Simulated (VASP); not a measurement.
# Pb (Fm-3m) in VASP: a series of runs

Runs on Pb. Level: LDA. Tasks: single point.

Program: VASP 6.6.1. These are calculated values, not measurements. Logs are shortened: lines on timing, memory, paths and dates and some standing lists are left out, and cuts for length are marked.

## 1. The cell of the first run

Symmetry: Fm-3m, No. 225, cubic system. Conventional cell: a = 4.990 Å, b = 4.990 Å, c = 4.990 Å, α = 90.00°, β = 90.00°, γ = 90.00°. Pb (site symmetry m-3m) has 12 Pb at 3.53 Å within 4.6 Å.

## 2. Single point, LDA, non-collinear spin, zero start, spin-orbit coupling

INCAR

```
PREC = Accurate
ENCUT = 520
EDIFF = 1E-6
ISMEAR = -1
SIGMA = 0.05
LREAL = False
LASPH = True
NELM = 150
ALGO = Normal
ISIF = 2
LWAVE = False
LCHARG = True
MAGMOM = 0 0 0
LORBIT = 11
LSORBIT = True
GGA_COMPAT = False
LORBMOM = True
LVHAR = True
NBANDS = 25
```

KPOINTS

```
Automatic mesh
0
Gamma
  13 13 13
```

POSCAR

```
Pb
1.0
    0.0000000000      2.4947547435      2.4947547435
    2.4947547435      0.0000000000      2.4947547435
    2.4947547435      2.4947547435      0.0000000000
Pb
1
Direct
    0.0000000000      0.0000000000      0.0000000000
```

Potentials or basis: VASP PAW LDA potentials, release 64 (Pb_d).

On the command line:

```bash
> cat potpaw_LDA.64/Pb_d/POTCAR > POTCAR
> mpirun -np 1 vasp_ncl > vasp.out
```

OUTCAR:

```text
PREC = Accurate
   ENCUT = 520
   EDIFF = 1E-6
   ISMEAR = -1
   LREAL = False
   LASPH = True
   NELM = 150
   ISIF = 2
   LORBIT = 11
   LSORBIT = True

 ion  position               nearest neighbor table
   1  0.000  0.000  0.000-

  LATTYP: Found a face centered cubic cell.
 ALAT       =     4.9895094870

  Lattice vectors:

 A1 = (   0.0000000000,   2.4947547435,   2.4947547435)
 A2 = (   2.4947547435,   0.0000000000,   2.4947547435)
 A3 = (   2.4947547435,   2.4947547435,   0.0000000000)

Analysis of symmetry for initial positions (statically):
=====================================================================
 Subroutine PRICEL returns:
 Original cell was already a primitive cell.

 Routine SETGRP: Setting up the symmetry group for a
 face centered cubic supercell.

 Subroutine GETGRP returns: Found 48 space group operations
 (whereof 48 operations were pure point group operations)
 out of a pool of 48 trial point group operations.

The static configuration has the point symmetry O_h .

Analysis of symmetry for dynamics (positions and initial velocities):
=====================================================================
 Subroutine PRICEL returns:
 Original cell was already a primitive cell.

 Routine SETGRP: Setting up the symmetry group for a
 face centered cubic supercell.

 Subroutine GETGRP returns: Found 48 space group operations
 (whereof 48 operations were pure point group operations)
 out of a pool of 48 trial point group operations.

The dynamic configuration has the point symmetry O_h .

Analysis of structural, dynamic, and magnetic symmetry:
=====================================================================
 Subroutine PRICEL returns:
 Original cell was already a primitive cell.

 Routine SETGRP: Setting up the symmetry group for a
 face centered cubic supercell.

 Subroutine GETGRP returns: Found 48 space group operations
 (whereof 48 operations were pure point group operations)
 out of a pool of 48 trial point group operations.

The overall configuration has the point symmetry O_h .

 Subroutine INISYM returns: Found 48 space group operations
 (whereof 48 operations are pure point group operations),
 and found     1 'primitive' translations

----------------------------------------------------------------------------------------

                                     Primitive cell

  volume of cell :      31.0537

  direct lattice vectors                    reciprocal lattice vectors
     0.000000000  2.494754744  2.494754744    -0.200420503  0.200420503  0.200420503
     2.494754744  0.000000000  2.494754744     0.200420503 -0.200420503  0.200420503
     2.494754744  2.494754744  0.000000000     0.200420503  0.200420503 -0.200420503

  length of vectors
     3.528115993  3.528115993  3.528115993     0.347138494  0.347138494  0.347138494

  position of ions in fractional coordinates (direct lattice)
     0.000000000  0.000000000  0.000000000

  ion indices of the primitive-cell ions
   primitive index   ion index
                 1           1

----------------------------------------------------------------------------------------

 KPOINTS: Automatic mesh

Automatic generation of k-mesh.
 Grid dimensions read from file:
 generate k-points for:   13   13   13

 Generating k-lattice:

  Cartesian coordinates                     Fractional coordinates (reciprocal lattice)
    -0.015416962  0.015416962  0.015416962     0.076923077  0.000000000  0.000000000
     0.015416962 -0.015416962  0.015416962     0.000000000  0.076923077  0.000000000
     0.015416962  0.015416962 -0.015416962     0.000000000  0.000000000  0.076923077

  Length of vectors
     0.026702961  0.026702961  0.026702961

  Shift w.r.t. Gamma in fractional coordinates (k-lattice)
     0.000000000  0.000000000  0.000000000

 Subroutine IBZKPT returns following result:
 ===========================================

 Found     84 irreducible k-points:

 Following reciprocal coordinates:
            Coordinates               Weight
  0.000000  0.000000  0.000000      1.000000
  0.076923  0.000000  0.000000      8.000000
  0.153846  0.000000  0.000000      8.000000
  0.230769  0.000000  0.000000      8.000000
  0.307692  0.000000  0.000000      8.000000
  0.384615  0.000000  0.000000      8.000000
[... 16 lines left out ...]
  0.384615  0.153846  0.000000     24.000000
  0.461538  0.153846  0.000000     24.000000
 [... further k-points ...]
   k-points           NKPTS =     84   k-points in BZ     NKDIM =     84   number of bands    NBANDS=     25
   number of dos      NEDOS =    301   number of ions     NIONS =      1
   total plane-waves  NPLWV =  21952
   dimension x,y,z NGX =    28 NGY =   28 NGZ =   28
   dimension x,y,z NGXF=    56 NGYF=   56 NGZF=   56
   ions per type =               1
   NGX,Y,Z   is equivalent  to a cutoff of  13.19, 13.19, 13.19 a.u.
   NGXF,Y,Z  is equivalent  to a cutoff of  26.39, 26.39, 26.39 a.u.
 SYSTEM =  unknown system
   PREC   = accura    normal or accurate (medium, high low for compatibility)
   ISTART =      0    job   : 0-new  1-cont  2-samecut
   ICHARG =      2    charge: 1-file 2-atom 10-const
   ISPIN  =      1    spin polarized calculation?
   LNONCOLLINEAR =      T non collinear calculations
   LSORBIT =      T    spin-orbit coupling
   LASPH  =      T    aspherical Exc in radial PAW
   ENCUT  =  520.0 eV  38.22 Ry    6.18 a.u.   6.56  6.56  6.56*2*pi/ulx,y,z
   NELM   =    150;   NELMIN=  2; NELMDL= -5     # of ELM steps
   EDIFF  = 0.1E-05   stopping-criterion for ELM
   LREAL  =      F    real-space projection
   EDIFFG = 0.1E-04   stopping-criterion for IOM
   NSW    =      0    number of steps for IOM
   IBRION =     -1    ionic relax: 0-MD 1-quasi-New 2-CG
   NFREE  =      0    steps in history (QN), initial steepest desc. (CG)
   ISIF   =      2    stress and relaxation
   ISYM   =      2    0-nonsym 1-usesym 2-fastsym
   POTIM  = 0.5000    time-step for ionic-motion
   TEBEG  =    0.0;   TEEND  =   0.0 temperature during run
   PSTRESS=    0.0 pullay stress
   NELECT =      14.0000    total number of electrons
   NUPDOWN=      -1.0000    fix difference up-down
   EMIN   =  10.00;   EMAX   =-10.00  energy-range for DOS
   EFERMI =   0.00;   METHOD = LEGACY
   ISMEAR =    -1;   SIGMA  =   0.05  broadening in eV -4-tet -1-fermi 0-gaus
   EFERMI_NEDOS =   21; number of points for ismear=-14 and -15
   IALGO  =     38    algorithm
   IMIX   =      4    mixing-type and parameters
     AMIX     =   0.40;   BMIX     =  1.00
     AMIX_MAG =   1.60;   BMIX_MAG =  1.00
  volume/ion in A,a.u.               =      31.05       209.56
  Fermi-wavevector in a.u.,A,eV,Ry     =   1.255297  2.372166 21.439643  1.575769
  Thomas-Fermi vector in A             =   2.389060
   LORBIT       =     11    0 simple, 1 ext, 2 COOP (PROOUT), +10 PAW based schemes
   GGA     = CA    functional components
   LHFCALC =     F    Hartree Fock is set to
   AEXX    =    0.0000 exact exchange contribution
   IVDW    =     0    specifies the selected vdW correction
   LEPSILON=     F    determine dielectric tensor
   LRPA    =     F    only Hartree local field effects (RPA)
  energy-cutoff  :      520.00
  volume of cell :       31.05
 maximum number of plane-waves:      1738
   NGX = 13   NGY = 13   NGZ = 13

 number of electron      14.0000000 magnetization       0.0000000      0.0000000      0.0000000

 number of electron      14.0000000 magnetization      -0.0000000      0.0000000     -0.0000000

 number of electron      14.0000000 magnetization       0.0000000     -0.0000000      0.0000000

 Free energy of the ion-electron system (eV)
  ---------------------------------------------------
  ext. energy  EPLUGINS =         0.00000000
  ---------------------------------------------------
  free energy    TOTEN  =        -4.79119816 eV

  energy without entropy =       -4.78610054  energy(sigma->0) =       -4.78864935

 E-fermi :   6.6607     XC(G=0): -10.3251

 val. band max:        6.6144989178   @ k =  -0.4615   0.3077   0.0000
 cond. band min:       6.6816147481   @ k =  -0.3846   0.3077   0.0769
 fundamental gap:      0.0671158302
 Fermi energy:         6.6607167984

 k-point     1 :       0.0000    0.0000    0.0000
  band No.  band energies     occupation
      1     -11.6498      1.00000
      2     -11.6498      1.00000
      3     -11.6498      1.00000
      4     -11.6498      1.00000
      5      -9.1582      1.00000
      6      -9.1582      1.00000
[... 17 lines left out ...]
     24      18.9874      0.00000
     25      18.9888      0.00000

 k-point     2 :       0.0769    0.0000    0.0000
  band No.  band energies     occupation
      1     -11.6489      1.00000
      2     -11.6489      1.00000
      3     -11.6452      1.00000
      4     -11.6452      1.00000
      5      -9.1520      1.00000
      6      -9.1520      1.00000
[... 17 lines left out ...]
     24      19.2737      0.00000
     25      19.3831      0.00000

 k-point     3 :       0.1538    0.0000    0.0000
  band No.  band energies     occupation
      1     -11.6464      1.00000
      2     -11.6464      1.00000
      3     -11.6328      1.00000
      4     -11.6328      1.00000
      5      -9.1358      1.00000
      6      -9.1358      1.00000
[... 552 lines left out ...]
 k-point    23 :       0.3846    0.1538    0.0000
  band No.  band energies     occupation
      1     -11.6317      1.00000
      2     -11.6317      1.00000
      3     -11.5921      1.00000
      4     -11.5921      1.00000
      5      -9.1248      1.00000
      6      -9.1248      1.00000
[... 17 lines left out ...]
     24      19.8468      0.00000
     25      20.3526      0.00000

 k-point    24 :       0.4615    0.1538    0.0000
  band No.  band energies     occupation
      1     -11.6291      1.00000
      2     -11.6291      1.00000
      3     -11.5825      1.00000
      4     -11.5825      1.00000
      5      -9.1301      1.00000
      6      -9.1301      1.00000
[... 17 lines left out ...]
     24      19.7318      0.00000
     25      20.3773      0.00000

 [... further k-points ...]

------------------------ aborting loop because EDIFF is reached ----------------------------------------

  FORCE on cell =-STRESS in cart. coord.  units (eV):
  Direction    XX          YY          ZZ          XY          YZ          ZX
  --------------------------------------------------------------------------------------
  -------------------------------------------------------------------------------------
  Total       -0.5150341     -0.5150341     -0.5150341     -0.0000000      0.0000000      0.0000000
  in kB      -26.5725353    -26.5725353    -26.5725353     -0.0000000      0.0000000      0.0000000
  external PRESSURE =     -26.5725353 kB  Pullay stress =       0.0000000 kB

 VOLUME and BASIS-vectors are now :
 -----------------------------------------------------------------------------
  energy-cutoff  :      520.00
  volume of cell :       31.05
      direct lattice vectors                 reciprocal lattice vectors
     0.000000000  2.494754744  2.494754744    -0.200420503  0.200420503  0.200420503
     2.494754744  0.000000000  2.494754744     0.200420503 -0.200420503  0.200420503
     2.494754744  2.494754744  0.000000000     0.200420503  0.200420503 -0.200420503

 POSITION                                       TOTAL-FORCE (eV/Angst)
 -----------------------------------------------------------------------------------
      0.00000      0.00000      0.00000         0.000000     -0.000000     -0.000000
 -----------------------------------------------------------------------------------
    total drift:                               -0.000000     -0.000000     -0.000000

  FREE ENERGIE OF THE ION-ELECTRON SYSTEM (eV)
  ---------------------------------------------------
  free  energy   TOTEN  =        -4.7911981609 eV

  energy  without entropy=       -4.7861005437  energy(sigma->0) =       -4.78864935

 orbital moment (x)

 # of ion     p       d       tot
 ----------------------------------------
  1         0.000  -0.000  -0.000
 ----------------------------------------
            0.000  -0.000  -0.000

 orbital moment (y)

 # of ion     p       d       tot
 ----------------------------------------
  1         0.000  -0.000  -0.000
 ----------------------------------------
            0.000  -0.000  -0.000

 orbital moment (z)

 # of ion     p       d       tot
 ----------------------------------------
  1         0.000   0.000   0.000
 ----------------------------------------
            0.000   0.000   0.000

 Spin-Orbit-Coupling matrix elements

 Ion:    1  E_soc:     -1.1753764
 l=   1
     0.0000000    -0.1270418    -0.1270418
    -0.1270418     0.0000000    -0.1270418
    -0.1270418    -0.1270418     0.0000000
 l=   2
     0.0000000    -0.0138502     0.0000000    -0.0138502    -0.0550041
    -0.0138502     0.0000000    -0.0412531    -0.0138502    -0.0137510
     0.0000000    -0.0412531     0.0000000    -0.0412531     0.0000000
    -0.0138502    -0.0138502    -0.0412531     0.0000000    -0.0137510
    -0.0550041    -0.0137510     0.0000000    -0.0137510     0.0000000
 l=   3
     0.0000000     0.0000000     0.0000000     0.0000000     0.0000000     0.0000000     0.0000000
     0.0000000     0.0000000     0.0000000     0.0000000     0.0000000     0.0000000     0.0000000
     0.0000000     0.0000000     0.0000000     0.0000000     0.0000000     0.0000000     0.0000000
     0.0000000     0.0000000     0.0000000     0.0000000     0.0000000     0.0000000     0.0000000
     0.0000000     0.0000000     0.0000000     0.0000000     0.0000000     0.0000000     0.0000000
     0.0000000     0.0000000     0.0000000     0.0000000     0.0000000     0.0000000     0.0000000
     0.0000000     0.0000000     0.0000000     0.0000000     0.0000000     0.0000000     0.0000000

 total charge

# of ion       s       p       d       tot
------------------------------------------
    1        1.400   0.757   9.805  11.962

 magnetization (x)

# of ion       s       p       d       tot
------------------------------------------
    1        0.000   0.000   0.000   0.000

 magnetization (y)

# of ion       s       p       d       tot
------------------------------------------
    1       -0.000  -0.000   0.000  -0.000

 magnetization (z)

# of ion       s       p       d       tot
------------------------------------------
    1        0.000   0.000  -0.000   0.000
```

Wall time 92 s (1 thread of Intel Xeon Platinum 8375C at 2.90GHz (Ice Lake), shared host); peak memory 0.26 GiB.

Results:

```
Free energy                                           : -4.7912 eV
Pressure                                              : -2.7 GPa
Net moment                                            : 0.00 μB per cell
Valence electrons inside the program's atomic spheres : Pb 11.96
```

Moments on the atoms (μB; x, y, z):
```
Pb  0.00 0.00 0.00
```

[end of part 1 of 2]
